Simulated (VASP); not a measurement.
# Ti (Fm-3m) in VASP: further runs, part 2 of 2

VASP 6.6.1.

### 4 Electric field gradients, PBE

Contents of INCAR:

```
SYSTEM = Ti
ALGO = Normal
EDIFF = 1E-8
ENCUT = 520
GGA = PE
ISIF = 2
ISMEAR = -1
LASPH = .TRUE.
LCHARG = .FALSE.
LEFG = .TRUE.
LREAL = .FALSE.
LWAVE = .FALSE.
NBANDS = 12
NELM = 80
PREC = Accurate
SIGMA = 0.03
```

Contents of KPOINTS:

```
k-points
0
G
  14 14 14
  0 0 0
```

Contents of POSCAR:

```
Ti
1.0
    0.0000000000      2.0545745385      2.0545745385
    2.0545745385      0.0000000000      2.0545745385
    2.0545745385      2.0545745385      0.0000000000
Ti
1
Direct
    0.0000000000      0.0000000000      0.0000000000
```

Potentials or basis: VASP PAW PBE potentials, release 64 (Ti_sv).

The run is started by

```console
$ cat potpaw_PBE.64/Ti_sv/POTCAR > POTCAR
$ mpirun -np 1 vasp_std > vasp.out
```

OUTCAR:

```text
SYSTEM = Ti
   EDIFF = 1E-8
   ENCUT = 520
   GGA = PE
   ISIF = 2
   ISMEAR = -1
   LASPH = .TRUE.
   LREAL = .FALSE.
   NELM = 80
   PREC = Accurate

 ion  position               nearest neighbor table
   1  0.000  0.000  0.000-

  LATTYP: Found a face centered cubic cell.
 ALAT       =     4.1091490770

  Lattice vectors:

 A1 = (   0.0000000000,   2.0545745385,   2.0545745385)
 A2 = (   2.0545745385,   0.0000000000,   2.0545745385)
 A3 = (   2.0545745385,   2.0545745385,   0.0000000000)

Analysis of symmetry for initial positions (statically):
[... 33 lines left out ...]
                                     Primitive cell

  volume of cell :      17.3459

  direct lattice vectors                    reciprocal lattice vectors
     0.000000000  2.054574538  2.054574538    -0.243359387  0.243359387  0.243359387
     2.054574538  0.000000000  2.054574538     0.243359387 -0.243359387  0.243359387
     2.054574538  2.054574538  0.000000000     0.243359387  0.243359387 -0.243359387

  length of vectors
     2.905607177  2.905607177  2.905607177     0.421510823  0.421510823  0.421510823

  position of ions in fractional coordinates (direct lattice)
     0.000000000  0.000000000  0.000000000

  ion indices of the primitive-cell ions
   primitive index   ion index
                 1           1

----------------------------------------------------------------------------------------

 KPOINTS: k-points

Automatic generation of k-mesh.
 Grid dimensions read from file:
 generate k-points for:   14   14   14

 Generating k-lattice:

  Cartesian coordinates                     Fractional coordinates (reciprocal lattice)
    -0.017382813  0.017382813  0.017382813     0.071428571  0.000000000  0.000000000
[... 119 lines left out ...]
      4     -24.3347      2.00000
      5       2.1348      2.00000
      6       9.1078      0.00000
      7       9.1078      0.00000
      8       9.1078      0.00000
      9      10.7413      0.00000
     10      10.7413      0.00000
     11      23.4869      0.00000
     12      27.9701      0.00000
[... 331 lines left out ...]
 k-point    24 :       0.2857    0.1429    0.0000
  band No.  band energies     occupation
      1     -48.4044      2.00000
      2     -24.6706      2.00000
      3     -24.4234      2.00000
      4     -24.4167      2.00000
      5       4.2592      2.00000
      6       7.9725      1.99965
      7       9.2531      0.00000
      8       9.7459      0.00000
      9      10.4972      0.00000
     10      11.2354      0.00000
     11      21.7960      0.00000
     12      24.2916      0.00000

 [... further k-points ...]
[... 5 lines left out ...]
  --------------------------------------------------------------------------------------
  -------------------------------------------------------------------------------------
  Total       -0.0024915     -0.0024915     -0.0024915     -0.0000000      0.0000000     -0.0000000
  in kB       -0.2301326     -0.2301326     -0.2301326     -0.0000000      0.0000000     -0.0000000
  external PRESSURE =      -0.2301326 kB  Pullay stress =       0.0000000 kB

 VOLUME and BASIS-vectors are now :
 -----------------------------------------------------------------------------
  energy-cutoff  :      520.00
  volume of cell :       17.35
      direct lattice vectors                 reciprocal lattice vectors
     0.000000000  2.054574538  2.054574538    -0.243359387  0.243359387  0.243359387
     2.054574538  0.000000000  2.054574538     0.243359387 -0.243359387  0.243359387
     2.054574538  2.054574538  0.000000000     0.243359387  0.243359387 -0.243359387

 POSITION                                       TOTAL-FORCE (eV/Angst)
 -----------------------------------------------------------------------------------
      0.00000      0.00000      0.00000         0.000000      0.000000      0.000000
 -----------------------------------------------------------------------------------
    total drift:                               -0.000000      0.000000     -0.000000

  FREE ENERGIE OF THE ION-ELECTRON SYSTEM (eV)
  ---------------------------------------------------
  free  energy   TOTEN  =        -7.7792012908 eV

  energy  without entropy=       -7.7730871634  energy(sigma->0) =       -7.77614423

 Electric field gradients (V/A^2)
---------------------------------------------------------------------
 ion       V_xx      V_yy      V_zz      V_xy      V_xz      V_yz
---------------------------------------------------------------------
   1      -0.000     0.000    -0.000     0.000     0.000     0.000
---------------------------------------------------------------------

 Electric field gradients after diagonalization (V/A^2)
 (convention: |V_zz| > |V_xx| > |V_yy|)
----------------------------------------------------------------------
 ion       V_xx      V_yy      V_zz     asymmetry (V_yy - V_xx)/ V_zz
----------------------------------------------------------------------
   1      -0.000    -0.000     0.000       0.000
----------------------------------------------------------------------

           NMR quadrupolar parameters

 Cq : quadrupolar parameter    Cq=e*Q*V_zz/h
 eta: asymmetry parameters     (V_yy - V_xx)/ V_zz
 Q  : nuclear electric quadrupole moment in mb (millibarn)
----------------------------------------------------------------------
 ion       Cq(MHz)       eta       Q (mb)
----------------------------------------------------------------------
   1       0.000       0.000       1.000
----------------------------------------------------------------------
```

OSZICAR:

```text
N       E                     dE             d eps       ncg     rms          rms(c)
DAV:   1     0.860825559286E+02    0.86083E+02   -0.64639E+03  2500   0.120E+03
DAV:   2    -0.439107151051E+01   -0.90474E+02   -0.88101E+02  2556   0.296E+02
DAV:   3    -0.868345656687E+01   -0.42924E+01   -0.42433E+01  3408   0.654E+01
DAV:   4    -0.879543512782E+01   -0.11198E+00   -0.11183E+00  2812   0.919E+00
DAV:   5    -0.879869769341E+01   -0.32626E-02   -0.32624E-02  3028   0.136E+00    0.833E+00
DAV:   6    -0.778473448800E+01    0.10140E+01   -0.20713E+00  2708   0.215E+01    0.219E+00
DAV:   7    -0.776977732059E+01    0.14957E-01   -0.10231E-01  3068   0.376E+00    0.128E+00
DAV:   8    -0.777895929885E+01   -0.91820E-02   -0.37943E-02  2628   0.253E+00    0.187E-01
DAV:   9    -0.777919201280E+01   -0.23271E-03   -0.46879E-03  3224   0.807E-01    0.851E-02
DAV:  10    -0.777922537171E+01   -0.33359E-04   -0.24869E-04  2632   0.189E-01    0.237E-02
DAV:  11    -0.777920109330E+01    0.24278E-04   -0.24359E-05  3032   0.606E-02    0.818E-03
DAV:  12    -0.777920088128E+01    0.21201E-06   -0.10416E-06  2764   0.133E-02    0.396E-03
DAV:  13    -0.777920140326E+01   -0.52197E-06   -0.99908E-07  3140   0.102E-02    0.196E-03
DAV:  14    -0.777920136662E+01    0.36643E-07   -0.51405E-08  2632   0.252E-03    0.143E-03
DAV:  15    -0.777920128290E+01    0.83720E-07   -0.37610E-08  2844   0.232E-03    0.805E-05
DAV:  16    -0.777920129077E+01   -0.78785E-08   -0.89575E-10  1444   0.315E-04
   1 F= -.77792013E+01 E0= -.77761442E+01  d E =-.611413E-02
```

stdout:

```text
POSCAR found type information on POSCAR Ti
 POSCAR found :  1 types and       1 ions
 scaLAPACK will be used
 LDA part: xc-table for (Slater+PW92), standard interpolation
 POSCAR, INCAR and KPOINTS ok, starting setup
 FFT: planning ... GRIDC
 FFT: planning ... GRID_SOFT
 FFT: planning ... GRID
 WAVECAR not read
 entering main loop
ion   1
```

It took 15 s on 1 thread of Intel Xeon Platinum 8488C (Sapphire Rapids), shared host; peak memory 0.15 GiB.

Results:

```yaml
Free_energy: -7.7792 eV
Pressure: 0.0 GPa
Band_gap_on_the_k_mesh: zero (band 6 reaches 9.11 eV, above the bottom of band 7 at 7.84 eV)
```

Caveat: without QUAD_EFG the Cq values of the log hold for a quadrupole moment of 1 mb, not for the nuclei.

### 5 Electric field gradients, PBE, non-collinear spin, zero start, spin-orbit coupling

Contents of INCAR:

```
SYSTEM = Ti
PREC = Accurate
ENCUT = 520
EDIFF = 1E-8
ISMEAR = -1
SIGMA = 0.03
LREAL = .FALSE.
LASPH = .TRUE.
NELM = 150
ALGO = Normal
ISIF = 2
LWAVE = .FALSE.
LCHARG = .FALSE.
MAGMOM = 0 0 0
LORBIT = 11
LSORBIT = .TRUE.
GGA_COMPAT = .FALSE.
LORBMOM = .TRUE.
LMAXMIX = 4
GGA = PE
LEFG = .TRUE.
NBANDS = 23
```

Contents of KPOINTS:

```
regular mesh
0
G
  14 14 14
  0 0 0
```

POSCAR is that of step 4.

Potentials or basis: VASP PAW PBE potentials, release 64 (Ti_sv).

The run is started by

```console
$ cat potpaw_PBE.64/Ti_sv/POTCAR > POTCAR
$ mpirun -np 1 vasp_ncl > vasp.out
```

OUTCAR:

```text
SYSTEM = Ti
   PREC = Accurate
   ENCUT = 520
   EDIFF = 1E-8
   ISMEAR = -1
   LREAL = .FALSE.
   LASPH = .TRUE.
   NELM = 150
   ISIF = 2
   LORBIT = 11
   LSORBIT = .TRUE.
   GGA = PE

 ion  position               nearest neighbor table
   1  0.000  0.000  0.000-

  LATTYP: Found a face centered cubic cell.
 ALAT       =     4.1091490770

  Lattice vectors:

 A1 = (   0.0000000000,   2.0545745385,   2.0545745385)
 A2 = (   2.0545745385,   0.0000000000,   2.0545745385)
 A3 = (   2.0545745385,   2.0545745385,   0.0000000000)

Analysis of symmetry for initial positions (statically):
[... 25 lines left out ...]
The dynamic configuration has the point symmetry O_h .

Analysis of structural, dynamic, and magnetic symmetry:
[... 869 lines left out ...]
 ----------------------------------------
  1         0.000   0.000   0.000
 ----------------------------------------
            0.000   0.000   0.000

 Spin-Orbit-Coupling matrix elements

 Ion:    1  E_soc:     -0.0110724
 l=   1
     0.0000000    -0.0017507    -0.0017507
    -0.0017507     0.0000000    -0.0017507
    -0.0017507    -0.0017507     0.0000000
 l=   2
     0.0000000    -0.0000209     0.0000000    -0.0000209    -0.0000738
    -0.0000209     0.0000000    -0.0000553    -0.0000209    -0.0000184
     0.0000000    -0.0000553     0.0000000    -0.0000553     0.0000000
    -0.0000209    -0.0000209    -0.0000553     0.0000000    -0.0000184
    -0.0000738    -0.0000184     0.0000000    -0.0000184     0.0000000
 l=   3
     0.0000000     0.0000000     0.0000000     0.0000000     0.0000000     0.0000000     0.0000000
     0.0000000     0.0000000     0.0000000     0.0000000     0.0000000     0.0000000     0.0000000
     0.0000000     0.0000000     0.0000000     0.0000000     0.0000000     0.0000000     0.0000000
     0.0000000     0.0000000     0.0000000     0.0000000     0.0000000     0.0000000     0.0000000
     0.0000000     0.0000000     0.0000000     0.0000000     0.0000000     0.0000000     0.0000000
     0.0000000     0.0000000     0.0000000     0.0000000     0.0000000     0.0000000     0.0000000
     0.0000000     0.0000000     0.0000000     0.0000000     0.0000000     0.0000000     0.0000000

 total charge

# of ion       s       p       d       tot
------------------------------------------
    1        2.247   6.120   1.890  10.256

 magnetization (x)

# of ion       s       p       d       tot
------------------------------------------
    1        0.000  -0.000   0.000  -0.000

 magnetization (y)

# of ion       s       p       d       tot
------------------------------------------
    1        0.000   0.000   0.000   0.000

 magnetization (z)

# of ion       s       p       d       tot
------------------------------------------
    1        0.000   0.000   0.000   0.000
```

OSZICAR:

```text
N       E                     dE             d eps       ncg     rms          rms(c)
DAV:   1     0.133814416358E+03    0.13381E+03   -0.60097E+03  4792   0.129E+03
DAV:   2     0.370649946170E+01   -0.13011E+03   -0.12604E+03  5044   0.384E+02
DAV:   3    -0.840629999319E+01   -0.12113E+02   -0.11918E+02  8489   0.103E+02
DAV:   4    -0.879432570363E+01   -0.38803E+00   -0.38677E+00  5680   0.170E+01
DAV:   5    -0.880428810964E+01   -0.99624E-02   -0.99619E-02  6223   0.226E+00    0.834E+00
DAV:   6    -0.778513396758E+01    0.10192E+01   -0.21804E+00  5307   0.225E+01    0.205E+00
DAV:   7    -0.777514165592E+01    0.99923E-02   -0.20352E-01  7296   0.451E+00    0.140E+00
DAV:   8    -0.778748417113E+01   -0.12343E-01   -0.71034E-02  5175   0.389E+00    0.451E-01
DAV:   9    -0.778459150917E+01    0.28927E-02   -0.12279E-02  5983   0.160E+00    0.757E-02
DAV:  10    -0.778468750859E+01   -0.95999E-04   -0.50746E-04  5826   0.208E-01    0.508E-02
DAV:  11    -0.778473762871E+01   -0.50120E-04   -0.14300E-04  6534   0.976E-02    0.105E-02
DAV:  12    -0.778473918392E+01   -0.15552E-05   -0.14179E-05  5914   0.331E-02    0.106E-02
DAV:  13    -0.778473968488E+01   -0.50096E-06   -0.89094E-06  6370   0.372E-02    0.902E-03
DAV:  14    -0.778473845383E+01    0.12311E-05   -0.97738E-07  6790   0.158E-02    0.399E-03
DAV:  15    -0.778473834407E+01    0.10976E-06   -0.91833E-08  6213   0.329E-03    0.231E-03
DAV:  16    -0.778473829156E+01    0.52512E-07   -0.57845E-08  5843   0.303E-03    0.532E-04
DAV:  17    -0.778473828158E+01    0.99749E-08   -0.44988E-09  3925   0.802E-04
   1 F= -.77847383E+01 E0= -.77816811E+01  d E =-.611446E-02  mag=     0.0000    -0.0000    -0.0000
```

stdout:

```text
POSCAR found type information on POSCAR Ti
 POSCAR found :  1 types and       1 ions
 scaLAPACK will be used
 LDA part: xc-table for (Slater+PW92), standard interpolation
 POSCAR, INCAR and KPOINTS ok, starting setup
 FFT: planning ... GRIDC
 FFT: planning ... GRID_SOFT
 FFT: planning ... GRID
 WAVECAR not read
 entering main loop
ion   1
```

It took 81 s on 1 thread of Intel Xeon Platinum 8488C (Sapphire Rapids), shared host; peak memory 0.23 GiB.

What came out:

| Item | Value |
| --- | --- |
| Free energy | -7.7847 eV |
| Pressure | 0.0 GPa |
| Net moment | 0.00 μB per cell |
| Valence electrons inside the program's atomic spheres | Ti 10.26 |

Moments on the atoms (μB; x, y, z):
```
Ti  0.00 0.00 0.00
```

Caveat: without QUAD_EFG the Cq values of the log hold for a quadrupole moment of 1 mb, not for the nuclei.

### 6 The runs side by side

| level | potentials or basis | spin | gap on the mesh (eV) | pressure (GPa) |
| --- | --- | --- | --- | --- |
| LDA | VASP PAW LDA potentials, release 64 (Ti_sv) | off | none | -8.6 |
| PBEsol | VASP PAW PBE potentials, release 64 (Ti_sv) | off | none | -4.4 |
| PBE | VASP PAW PBE potentials, release 64 (Ti_sv) | off | none | 0.0 |
| PBE | VASP PAW PBE potentials, release 64 (Ti_sv) | non-collinear, zero start, SOC | - | 0.0 |

Alike in all rows: task electric field gradients; cell as given; k mesh 14 × 14 × 14; cutoff (eV) 520; smearing fermi-dirac 0.03 eV.

Caveats: the PAW data sets were made with another functional, which shifts forces and pressure a little (some runs).

Total energies depend on the potentials used, so only differences within one code and one set of settings carry meaning.
